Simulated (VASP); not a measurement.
# HfC (I4/mmm) in VASP: further runs

The runs below take HfC through single point, with PBEsol.

All numbers are computed with VASP 6.6.1; they aren't measurements. Logs are shortened: lines on timing, memory, paths and dates and some standing lists are left out, and cuts for length are marked.

## 1. The cell of the first run

The structure is tetragonal, space group I4/mmm (No. 139). The conventional cell has a = 3.288 Å, b = 3.288 Å, c = 4.557 Å, α = 90.00°, β = 90.00°, γ = 90.00°. Hf (site symmetry 4/mmm) has 6 C at 2.28 to 2.33 Å within 3.0 Å. Within 3.0 Å of C (site symmetry 4/mmm) lie 6 Hf at 2.28 to 2.33 Å.

## 2. Single point, PBEsol (zz strain of -2 %)

INCAR reads:

```
SYSTEM = HfC
  ALGO = Normal
  EDIFF = 1E-6
  ENCUT = 520
  GGA = PS
  ISIF = 2
  ISMEAR = -1
  LASPH = .TRUE.
  LCHARG = .TRUE.
  LELF = .TRUE.
  LREAL = .FALSE.
  LVHAR = .TRUE.
  LWAVE = .FALSE.
  NBANDS = 14
  NELM = 100
  PREC = Accurate
  SIGMA = 0.05
```

KPOINTS reads:

```
k-points
0
G
  15 15 15
  0 0 0
```

POSCAR reads:

```
HfC
1.0
    0.0000000000      2.3250000000      2.2785000000
    2.3250000000      0.0000000000      2.2785000000
    2.3250000000      2.3250000000      0.0000000000
Hf C
1 1
Direct
    0.5000000000      0.5000000000      0.5000000000
    0.0000000000      0.0000000000      0.0000000000
```

Potentials or basis: VASP PAW PBE potentials, release 64 (Hf_pv, C).

Started as:

```
> cat potpaw_PBE.64/Hf_pv/POTCAR potpaw_PBE.64/C/POTCAR > POTCAR
> mpirun -np 1 vasp_std > vasp.out
```

OUTCAR:

```text
SYSTEM = HfC
   EDIFF = 1E-6
   ENCUT = 520
   GGA = PS
   ISIF = 2
   ISMEAR = -1
   LASPH = .TRUE.
   LREAL = .FALSE.
   NELM = 100
   PREC = Accurate

 ion  position               nearest neighbor table
   1  0.500  0.500  0.500-   2 2.28   2 2.28   2 2.33   2 2.33   2 2.33   2 2.33
   2  0.000  0.000  0.000-   1 2.28   1 2.28   1 2.33   1 2.33   1 2.33   1 2.33

  LATTYP: Found a body centered tetragonal cell.
 ALAT       =     3.2880465325
 C/A-ratio  =     1.3859292911

  Lattice vectors:

 A1 = (   0.0000000000,  -2.3250000000,  -2.2785000000)
 A2 = (   0.0000000000,   2.3250000000,  -2.2785000000)
 A3 = (   2.3250000000,   0.0000000000,   2.2785000000)

Analysis of symmetry for initial positions (statically):
=====================================================================
 Subroutine PRICEL returns:
 Original cell was already a primitive cell.

 Routine SETGRP: Setting up the symmetry group for a
 body centered tetragonal supercell.

 Subroutine GETGRP returns: Found 16 space group operations
 (whereof 16 operations were pure point group operations)
 out of a pool of 16 trial point group operations.

The static configuration has the point symmetry D_4h.

Analysis of symmetry for dynamics (positions and initial velocities):
=====================================================================
 Subroutine PRICEL returns:
 Original cell was already a primitive cell.

 Routine SETGRP: Setting up the symmetry group for a
 body centered tetragonal supercell.

 Subroutine GETGRP returns: Found 16 space group operations
 (whereof 16 operations were pure point group operations)
 out of a pool of 16 trial point group operations.

The dynamic configuration has the point symmetry D_4h.

 Subroutine INISYM returns: Found 16 space group operations
 (whereof 16 operations are pure point group operations),
 and found     1 'primitive' translations

----------------------------------------------------------------------------------------

                                     Primitive cell

  volume of cell :      24.6334

  direct lattice vectors                    reciprocal lattice vectors
     0.000000000  2.325000000  2.278500000    -0.215053763  0.215053763  0.219442616
     2.325000000  0.000000000  2.278500000     0.215053763 -0.215053763  0.219442616
     2.325000000  2.325000000  0.000000000     0.215053763  0.215053763 -0.219442616

  length of vectors
     3.255332126  3.255332126  3.288046533     0.375035070  0.375035070  0.375035070

[... 89 lines left out ...]
   TEBEG  =    0.0;   TEEND  =   0.0 temperature during run
   PSTRESS=    0.0 pullay stress
   NELECT =      14.0000    total number of electrons
   NUPDOWN=      -1.0000    fix difference up-down
   EMIN   =  10.00;   EMAX   =-10.00  energy-range for DOS
   EFERMI =   0.00;   METHOD = LEGACY
   ISMEAR =    -1;   SIGMA  =   0.05  broadening in eV -4-tet -1-fermi 0-gaus
   EFERMI_NEDOS =   21; number of points for ismear=-14 and -15
   IALGO  =     38    algorithm
   IMIX   =      4    mixing-type and parameters
     AMIX     =   0.40;   BMIX     =  1.00
     AMIX_MAG =   1.60;   BMIX_MAG =  1.00
  volume/ion in A,a.u.               =      12.32        83.12
  Fermi-wavevector in a.u.,A,eV,Ry     =   1.356050  2.562564 25.019385  1.838873
  Thomas-Fermi vector in A             =   2.483086
   LORBIT       =      0    0 simple, 1 ext, 2 COOP (PROOUT), +10 PAW based schemes
   GGA     = PS    functional components
   LHFCALC =     F    Hartree Fock is set to
   AEXX    =    0.0000 exact exchange contribution
   IVDW    =     0    specifies the selected vdW correction
   LEPSILON=     F    determine dielectric tensor
   LRPA    =     F    only Hartree local field effects (RPA)
 non-spin polarized calculation
  energy-cutoff  :      520.00
  volume of cell :       24.63
 maximum number of plane-waves:       676
   NGX = 13   NGY = 13   NGZ = 13

 number of electron      14.0000001 magnetization

 Free energy of the ion-electron system (eV)
  ---------------------------------------------------
  ext. energy  EPLUGINS =         0.00000000
  ---------------------------------------------------
  free energy    TOTEN  =       -22.18590502 eV

  energy without entropy =      -22.18321490  energy(sigma->0) =      -22.18455996

 E-fermi :   5.9355     XC(G=0): -12.5195

 val. band max:        5.9325574771   @ k =   0.1333  -0.0000   0.0667
 cond. band min:       5.9449687109   @ k =  -0.0667   0.0667   0.0000
 fundamental gap:      0.0124112338
 Fermi energy:         5.9355035058

 k-point     1 :       0.0000    0.0000    0.0000
  band No.  band energies     occupation
      1     -23.4458      2.00000
      2     -23.4458      2.00000
      3     -23.4256      2.00000
      4      -6.4301      2.00000
      5       6.9629      0.00000
      6       6.9629      0.00000
      7       7.0751      0.00000
      8       7.2411      0.00000
      9       7.2411      0.00000
     10       7.4615      0.00000
     11       9.2514      0.00000
     12       9.4845      0.00000
     13      13.0830      0.00000
     14      16.9702      0.00000
[... 377 lines left out ...]
      1     -23.6449      2.00000
      2     -23.5128      2.00000
      3     -23.4981      2.00000
      4      -5.4460      2.00000
      5       3.4615      2.00000
      6       5.1610      2.00000
      7       5.3996      1.99996
      8       6.6979      0.00000
      9       9.4788      0.00000
     10       9.8667      0.00000
     11      10.5438      0.00000
     12      12.1533      0.00000
     13      16.0814      0.00000
     14      19.5825      0.00000

 [... further k-points ...]

------------------------ aborting loop because EDIFF is reached ----------------------------------------

  FORCE on cell =-STRESS in cart. coord.  units (eV):
  Direction    XX          YY          ZZ          XY          YZ          ZX
  --------------------------------------------------------------------------------------
  -------------------------------------------------------------------------------------
  Total       -0.7635439     -0.7635439      0.5779623      0.0000000     -0.0000000      0.0000000
  in kB      -49.6614787    -49.6614787     37.5911068      0.0000000     -0.0000000      0.0000000
  external PRESSURE =     -20.5772835 kB  Pullay stress =       0.0000000 kB

 VOLUME and BASIS-vectors are now :
 -----------------------------------------------------------------------------
  energy-cutoff  :      520.00
  volume of cell :       24.63
      direct lattice vectors                 reciprocal lattice vectors
     0.000000000  2.325000000  2.278500000    -0.215053763  0.215053763  0.219442616
     2.325000000  0.000000000  2.278500000     0.215053763 -0.215053763  0.219442616
     2.325000000  2.325000000  0.000000000     0.215053763  0.215053763 -0.219442616

 POSITION                                       TOTAL-FORCE (eV/Angst)
 -----------------------------------------------------------------------------------
      2.32500      2.32500      2.27850         0.000000     -0.000000      0.000000
      0.00000      0.00000      0.00000        -0.000000      0.000000      0.000000
 -----------------------------------------------------------------------------------
    total drift:                                0.000000     -0.000000      0.000000

  FREE ENERGIE OF THE ION-ELECTRON SYSTEM (eV)
  ---------------------------------------------------
  free  energy   TOTEN  =       -22.1859050182 eV

  energy  without entropy=      -22.1832148957  energy(sigma->0) =      -22.18455996
```

Run time: 53 s. Hardware: 1 thread of Intel Xeon Platinum 8259CL at 2.50GHz (Skylake/Cascade Lake), shared host; peak memory 0.22 GiB.

What came out:

```yaml
Free_energy: -22.1859 eV
Pressure: -2.1 GPa
Band_gap_on_the_k_mesh: zero (bands 7 and 8 overlap by 1.67 eV)
```

Caveat: the cell differs from its parent crystal (zz strain of -2 %); the stress differs along the axes, from -5 to 4 GPa; the PAW data sets were made with another functional, which shifts forces and pressure a little; spin-orbit coupling is left out, which moves the levels of the heavy elements.

(Continued in part 2 of 2.)

The gap in the log of VASP goes by the Fermi energy; the results here count the filled bands.